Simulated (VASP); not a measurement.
# AlN (Cm) in VASP: single point with LDA

Aim: the single point of AlN with LDA.

All numbers are computed with VASP 6.6.1; they aren't measurements. Logs are shortened: lines on timing, memory, paths and dates and some standing lists are left out, and cuts for length are marked.

## Step 1: The cell of the first run

Symmetry: Cm, No. 8, monoclinic system. The conventional cell has a = 5.388 Å, b = 3.111 Å, c = 10.314 Å, α = 90.00°, β = 105.14°, γ = 90.00°. Within 2.5 Å of Al (site symmetry m) lie 5 N at 1.89 to 2.47 Å. Within 2.5 Å of Al (site symmetry m) lie 4 N at 1.89 to 1.92 Å. Al (site symmetry m) has 4 N at 1.89 to 1.92 Å within 2.5 Å. Al (site symmetry m) has 4 N at 1.89 to 1.92 Å within 2.5 Å. N (site symmetry m) has 5 Al at 1.89 to 2.47 Å within 2.5 Å. N (site symmetry m) has 4 Al at 1.89 to 1.92 Å within 2.5 Å. N (site symmetry m) has 4 Al at 1.89 to 1.92 Å within 2.5 Å. Within 2.5 Å of N (site symmetry m) lie 4 Al at 1.89 to 1.92 Å.

## Step 2: Single point, LDA

INCAR

```
SYSTEM = AlN
PREC = Accurate
ENCUT = 520
EDIFF = 1E-6
ISMEAR = 0
SIGMA = 0.05
LREAL = .FALSE.
LASPH = .TRUE.
NELM = 80
ALGO = Normal
ISIF = 2
LWAVE = .FALSE.
LCHARG = .FALSE.
GGA = CA
NBANDS = 26
ISYM = 0
```

KPOINTS

```
Automatic mesh
0
G
  8 8 3
  0 0 0
```

POSCAR

```
AlN
1.0
   -3.1110021516      0.0000000000      0.0000000000
   -1.5555010758     -2.6942068945      0.0000000000
   -1.5555010758      0.0000000000      9.9560000000
Al N
4 4
Direct
   -0.1185416667      0.3333333333      0.9037500000
    0.1314583333      0.3333333333      0.4037500000
    0.5897916667      0.6666666667      0.1537500000
    0.3397916667      0.6666666667      0.6537500000
    0.2852083333      0.3333333333      0.0962500000
    0.0352083333      0.3333333333      0.5962500000
    0.4935416667      0.6666666667      0.3462500000
    0.2435416667      0.6666666667      0.8462500000
```

Potentials or basis: VASP PAW LDA potentials, release 64 (Al, N).

Started as:

```console
$ cat potpaw_LDA.64/Al/POTCAR potpaw_LDA.64/N/POTCAR > POTCAR
$ mpirun -np 1 vasp_std > vasp.out
```

OUTCAR:

```text
SYSTEM = AlN
   PREC = Accurate
   ENCUT = 520
   EDIFF = 1E-6
   ISMEAR = 0
   LREAL = .FALSE.
   LASPH = .TRUE.
   NELM = 80
   ISIF = 2
   GGA = CA
   ISYM = 0

 ion  position               nearest neighbor table
   1  0.881  0.333  0.904-   8 1.89   8 1.89   8 1.89   5 2.47   5 2.47   3 2.65   4 3.07   4 3.07
                             4 3.07
   2  0.131  0.333  0.404-   7 1.89   7 1.89   7 1.89   6 1.92   3 3.07   4 3.07   4 3.07   3 3.07
                             3 3.07   4 3.07
   3  0.590  0.667  0.154-   5 1.89   5 1.89   5 1.89   7 1.92   1 2.65   2 3.07   2 3.07   2 3.07

   4  0.340  0.667  0.654-   6 1.89   6 1.89   6 1.89   8 1.92   2 3.07   1 3.07   1 3.07   2 3.07
                             1 3.07   2 3.07
   5  0.285  0.333  0.096-   3 1.89   3 1.89   3 1.89   1 2.47   1 2.47
   6  0.035  0.333  0.596-   4 1.89   4 1.89   4 1.89   2 1.92
   7  0.494  0.667  0.346-   2 1.89   2 1.89   2 1.89   3 1.92
   8  0.244  0.667  0.846-   1 1.89   1 1.89   1 1.89   4 1.92

IMPORTANT INFORMATION: All symmetrisations will be switched off!
NOSYMM: (Re-)initialisation of all symmetry stuff for point group C_1.

----------------------------------------------------------------------------------------

                                     Primitive cell

  volume of cell :      83.4480

  direct lattice vectors                    reciprocal lattice vectors
    -3.111002152  0.000000000  0.000000000    -0.321439829  0.185583372 -0.050220972
    -1.555501076 -2.694206895  0.000000000     0.000000000 -0.371166744  0.000000000
    -1.555501076  0.000000000  9.956000000     0.000000000  0.000000000  0.100441945

  length of vectors
     3.111002152  3.111002152 10.076781212     0.374548926  0.371166744  0.100441945

  position of ions in fractional coordinates (direct lattice)
     0.881458333  0.333333333  0.903750000
     0.131458333  0.333333333  0.403750000
     0.589791667  0.666666667  0.153750000
     0.339791667  0.666666667  0.653750000
     0.285208333  0.333333333  0.096250000
     0.035208333  0.333333333  0.596250000
     0.493541667  0.666666667  0.346250000
     0.243541667  0.666666667  0.846250000

  ion indices of the primitive-cell ions
   primitive index   ion index
                 1           1
                 2           2
                 3           3
                 4           4
                 5           5
                 6           6
                 7           7
                 8           8

----------------------------------------------------------------------------------------

 KPOINTS: Automatic mesh

Automatic generation of k-mesh.
 Grid dimensions read from file:
 generate k-points for:    8    8    3

 Generating k-lattice:

  Cartesian coordinates                     Fractional coordinates (reciprocal lattice)
    -0.040179979  0.023197921 -0.006277622     0.125000000  0.000000000  0.000000000
     0.000000000 -0.046395843  0.000000000     0.000000000  0.125000000  0.000000000
     0.000000000  0.000000000  0.033480648     0.000000000  0.000000000  0.333333333

  Length of vectors
     0.046818616  0.046395843  0.033480648

  Shift w.r.t. Gamma in fractional coordinates (k-lattice)
     0.000000000  0.000000000  0.000000000

 -----------------------------------------------------------------------------
|                                                                             |
|           W    W    AA    RRRRR   N    N  II  N    N   GGGG   !!!           |
|           W    W   A  A   R    R  NN   N  II  NN   N  G    G  !!!           |
|           W    W  A    A  R    R  N N  N  II  N N  N  G       !!!           |
|           W WW W  AAAAAA  RRRRR   N  N N  II  N  N N  G  GGG   !            |
|           WW  WW  A    A  R   R   N   NN  II  N   NN  G    G                |
|           W    W  A    A  R    R  N    N  II  N    N   GGGG   !!!           |
|                                                                             |
|     Your reciprocal lattice and k-lattice belong to different lattice       |
|     classes:                                                                |
|                                                                             |
|        The reciprocal lattice is body-centered orthorhombic,                |
|        whereas your k-lattice is base-centered monoclinic.                  |
|                                                                             |
|     Results are often still useful ...                                      |
|                                                                             |
 -----------------------------------------------------------------------------

 WARNING: IBZKPT: internal override: KBLOWUP is changed to .FALSE.
      ... skipping the blow-up phase ...

 Subroutine IBZKPT returns following result:
 ===========================================

 Found     98 irreducible k-points:

 Following reciprocal coordinates:
            Coordinates               Weight
  0.000000  0.000000  0.000000      1.000000
  0.125000  0.000000 -0.000000      2.000000
  0.250000  0.000000 -0.000000      2.000000
  0.375000  0.000000 -0.000000      2.000000
  0.500000  0.000000 -0.000000      1.000000
  0.000000  0.125000  0.000000      2.000000
[... 16 lines left out ...]
  0.125000  0.375000 -0.000000      2.000000
  0.250000  0.375000 -0.000000      2.000000
 [... further k-points ...]
   k-points           NKPTS =     98   k-points in BZ     NKDIM =     98   number of bands    NBANDS=     26
   number of dos      NEDOS =    301   number of ions     NIONS =      8
   total plane-waves  NPLWV =  46080
   dimension x,y,z NGX =    24 NGY =   24 NGZ =   80
   dimension x,y,z NGXF=    48 NGYF=   48 NGZF=  160
   ions per type =               4   4
   NGX,Y,Z   is equivalent  to a cutoff of  12.83, 12.83, 13.20 a.u.
   NGXF,Y,Z  is equivalent  to a cutoff of  25.65, 25.65, 26.40 a.u.
 SYSTEM =  AlN
   PREC   = accura    normal or accurate (medium, high low for compatibility)
   ISTART =      0    job   : 0-new  1-cont  2-samecut
   ICHARG =      2    charge: 1-file 2-atom 10-const
   ISPIN  =      1    spin polarized calculation?
   LNONCOLLINEAR =      F non collinear calculations
   LSORBIT =      F    spin-orbit coupling
   LASPH  =      T    aspherical Exc in radial PAW
   ENCUT  =  520.0 eV  38.22 Ry    6.18 a.u.   5.78  5.78 18.74*2*pi/ulx,y,z
   NELM   =     80;   NELMIN=  2; NELMDL= -5     # of ELM steps
   EDIFF  = 0.1E-05   stopping-criterion for ELM
   LREAL  =      F    real-space projection
   EDIFFG = 0.1E-04   stopping-criterion for IOM
   NSW    =      0    number of steps for IOM
   IBRION =     -1    ionic relax: 0-MD 1-quasi-New 2-CG
   NFREE  =      0    steps in history (QN), initial steepest desc. (CG)
   ISIF   =      2    stress and relaxation
   ISYM   =      0    0-nonsym 1-usesym 2-fastsym
   POTIM  = 0.5000    time-step for ionic-motion
   TEBEG  =    0.0;   TEEND  =   0.0 temperature during run
   PSTRESS=    0.0 pullay stress
   NELECT =      32.0000    total number of electrons
   NUPDOWN=      -1.0000    fix difference up-down
   EMIN   =  10.00;   EMAX   =-10.00  energy-range for DOS
   EFERMI =   0.00;   METHOD = LEGACY
   ISMEAR =     0;   SIGMA  =   0.05  broadening in eV -4-tet -1-fermi 0-gaus
   EFERMI_NEDOS =   21; number of points for ismear=-14 and -15
   IALGO  =     38    algorithm
   IMIX   =      4    mixing-type and parameters
     AMIX     =   0.40;   BMIX     =  1.00
     AMIX_MAG =   1.60;   BMIX_MAG =  1.00
  volume/ion in A,a.u.               =      10.43        70.39
  Fermi-wavevector in a.u.,A,eV,Ry     =   1.189377  2.247596 19.247033  1.414617
  Thomas-Fermi vector in A             =   2.325485
   LORBIT       =      0    0 simple, 1 ext, 2 COOP (PROOUT), +10 PAW based schemes
   GGA     = CA    functional components
   LHFCALC =     F    Hartree Fock is set to
   AEXX    =    0.0000 exact exchange contribution
   IVDW    =     0    specifies the selected vdW correction
   LEPSILON=     F    determine dielectric tensor
   LRPA    =     F    only Hartree local field effects (RPA)
 non-spin polarized calculation
 Gauss-broadening in eV      SIGMA  =   0.05
  energy-cutoff  :      520.00
  volume of cell :       83.45
 maximum number of plane-waves:      2274
   NGX = 11   NGY = 11   NGZ = 37

 number of electron      31.9999998 magnetization

 Free energy of the ion-electron system (eV)
  ---------------------------------------------------
  ext. energy  EPLUGINS =         0.00000000
  ---------------------------------------------------
  free energy    TOTEN  =       -64.16790428 eV

  energy without entropy =      -64.16790428  energy(sigma->0) =      -64.16790428

 E-fermi :   6.6659     XC(G=0): -11.2806

 val. band max:        6.4066492455   @ k =   0.0000   0.0000   0.0000
 cond. band min:       9.4615506346   @ k =   0.5000   0.5000  -0.0000
 fundamental gap:      3.0549013891
 Fermi energy:         6.6659497841

 k-point     1 :       0.0000    0.0000    0.0000
  band No.  band energies     occupation
      1      -9.0694      2.00000
      2      -8.1668      2.00000
      3      -8.1199      2.00000
      4      -6.7994      2.00000
      5      -0.0298      2.00000
      6       2.6004      2.00000
[... 18 lines left out ...]
     25      16.7293      0.00000
     26      16.8892      0.00000

 k-point     2 :       0.1250    0.0000   -0.0000
  band No.  band energies     occupation
      1      -8.8622      2.00000
      2      -8.0619      2.00000
      3      -7.8630      2.00000
      4      -6.6848      2.00000
      5       0.2196      2.00000
      6       2.3860      2.00000
[... 18 lines left out ...]
     25      16.2596      0.00000
[... 608 lines left out ...]
     25      16.4908      0.00000
     26      16.8800      0.00000

 k-point    24 :       0.2500    0.3750   -0.0000
  band No.  band energies     occupation
      1      -7.7814      2.00000
      2      -7.2703      2.00000
      3      -6.8863      2.00000
      4      -6.2266      2.00000
      5       0.9721      2.00000
      6       1.3564      2.00000
[... 18 lines left out ...]
     25      16.3331      0.00000
     26      16.7805      0.00000

 [... further k-points ...]

------------------------ aborting loop because EDIFF is reached ----------------------------------------

  FORCE on cell =-STRESS in cart. coord.  units (eV):
  Direction    XX          YY          ZZ          XY          YZ          ZX
  --------------------------------------------------------------------------------------
  -------------------------------------------------------------------------------------
  Total       -6.8523078     -1.5995465      0.8269167      0.0000224      1.2934678     -0.0000793
  in kB     -131.5622527    -30.7108126     15.8765532      0.0004300     24.8341926     -0.0015227
  external PRESSURE =     -48.7988374 kB  Pullay stress =       0.0000000 kB

 VOLUME and BASIS-vectors are now :
 -----------------------------------------------------------------------------
  energy-cutoff  :      520.00
  volume of cell :       83.45
      direct lattice vectors                 reciprocal lattice vectors
    -3.111002152  0.000000000  0.000000000    -0.321439829  0.185583372 -0.050220972
    -1.555501076 -2.694206895  0.000000000     0.000000000 -0.371166744  0.000000000
    -1.555501076  0.000000000  9.956000000     0.000000000  0.000000000  0.100441945

 POSITION                                       TOTAL-FORCE (eV/Angst)
 -----------------------------------------------------------------------------------
     -4.66650     -0.89807      8.99774        -0.000006      0.497715     -0.160226
     -1.55550     -0.89807      4.01974        -0.000004     -0.000890      0.086794
     -3.11100     -1.79614      1.53074        -0.000011     -0.494985      1.396726
     -3.11100     -1.79614      6.50874        -0.000009     -0.086308      0.050572
     -1.55550     -0.89807      0.95826         0.000024      0.730888     -0.302872
     -1.55550     -0.89807      5.93626         0.000013     -0.031090     -0.155915
     -3.11100     -1.79614      3.44726        -0.000005      0.074855     -0.111477
     -3.11100     -1.79614      8.42526        -0.000003     -0.690185     -0.803602
 -----------------------------------------------------------------------------------
    total drift:                                0.000117     -0.000043      0.000852

  FREE ENERGIE OF THE ION-ELECTRON SYSTEM (eV)
  ---------------------------------------------------
  free  energy   TOTEN  =       -64.1679042768 eV

  energy  without entropy=      -64.1679042768  energy(sigma->0) =      -64.16790428
```

Run time: 3.6 min. Hardware: 1 thread of AMD EPYC 7R13, shared host; peak memory 0.24 GiB.

Results:

```yaml
Free_energy: -64.1679 eV
Pressure: -4.9 GPa
Largest_force: 1.482 eV/Å
Band_gap_on_the_k_mesh: 3.06 eV (least direct gap 3.17 eV)
```

Forces on the atoms (eV/Å):
```
Al   0.000  0.498 -0.160
Al   0.000 -0.001  0.087
Al   0.000 -0.495  1.397
Al   0.000 -0.086  0.051
N    0.000  0.731 -0.303
N    0.000 -0.031 -0.156
N    0.000  0.075 -0.111
N    0.000 -0.690 -0.804
```

Caveat: the cell stands under tension; an odd mesh through Γ misses points on the zone boundary, where band edges can lie; forces of over 1 eV/Å act on the atoms, so gaps and moduli don't describe the material at rest.
